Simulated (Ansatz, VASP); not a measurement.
## Cu4O in VASP and in Ansatz

The input INCAR:

```
SYSTEM = Cu4O
ALGO = Normal
EDIFF = 1E-6
EDIFFG = -0.04
ENCUT = 600
GGA = PE
IBRION = 2
ISIF = 3
ISMEAR = 0
ISPIN = 2
LASPH = .True.
LCHARG = .False.
LMAXMIX = 4
LORBIT = 11
LREAL = .False.
LWAVE = .False.
MAGMOM = 1 1 1 1 0
NELM = 150
NSW = 90
PREC = Accurate
SIGMA = 0.1
```

The input KPOINTS:

```
k-points
0
Gamma
  4 4 4
  0 0 0
```

File POSCAR:

```
Cu4O
1.0
    3.8653538000      0.0000000000      0.0000000000
    0.0000000000      3.8653538000      0.0000000000
    0.0000000000      0.0000000000      3.8653538000
Cu O
4 1
Direct
    0.5000000000      0.0000000000      0.0000000000
    0.0000000000      0.5000000000      0.0000000000
    0.0000000000      0.0000000000      0.5000000000
    0.0000000000      0.0000000000      0.0000000000
    0.5000000000      0.5000000000      0.5000000000
```

Input for Ansatz:

```yaml
crystal:
  lattice:
    - [3.8653538, 0.0, 0.0]
    - [0.0, 3.8653538, 0.0]
    - [0.0, 0.0, 3.8653538]
  atoms:
    - { symbol: Cu, position: [0.5, 0.0, 0.0], spin: 1.0 }
    - { symbol: Cu, position: [0.0, 0.5, 0.0], spin: 1.0 }
    - { symbol: Cu, position: [0.0, 0.0, 0.5], spin: 1.0 }
    - { symbol: Cu, position: [0.0, 0.0, 0.0], spin: 1.0 }
    - { symbol: O, position: [0.5, 0.5, 0.5] }
basis:
  ecutwfc: 420
kpoints:
  mp_grid: { grid: [4, 4, 4] }
hamiltonian:
  xc: pbe
scf:
  occupations: { method: gaussian, width: 0.1 }
  lower_state_search: "off"
output:
  forces: true
  stress: true
  eigenvalues: true
  populations: true
magnetization:
  spin_polarized: true
relax:
  adjacent_minimum: "off"
  f_tol: 0.04
  max_steps: 70
  cell: { stress_tol: 0.4 }
```

Alike in both runs: task relaxation of cell and atoms; functional PBE; k mesh 4 × 4 × 4; occupations gaussian, width 0.1 eV; collinear spin.

|  | VASP | Ansatz |
| --- | --- | --- |
| version | VASP 6.6.1 | Ansatz 0.2.0 |
| potentials or method | VASP PAW PBE potentials, release 64 (Cu, O), cutoff 600 eV | scalar-relativistic, plane waves, PAW |
| valence electrons in the cell | 50 | 82 |

VASP gave:

```
gap on the k mesh at the Fermi level, each at its own relaxed structure (eV) : 0.28
net moment per atom (μB)                                                     : 0.00
relaxed volume (Å³/atom)                                                     : 16.54
relaxed cell length with the largest relative difference (Å)                 : 4.357
```

Q: Estimate Ansatz's values.

A: gap on the k mesh at the Fermi level, each at its own relaxed structure (eV): 0.28; net moment per atom (μB): 0.00; relaxed volume (Å³/atom): 16.60; relaxed cell length with the largest relative difference (Å): 4.362.

VASP's potentials hold 50 valence electrons a cell and Ansatz's 82, so a difference there can come from the potentials and not from the codes. Ansatz's warnings: seeded moment not kept.

Noted on VASP's run: the volume moved by over 15 % at a fixed basis, so the end points are rough.
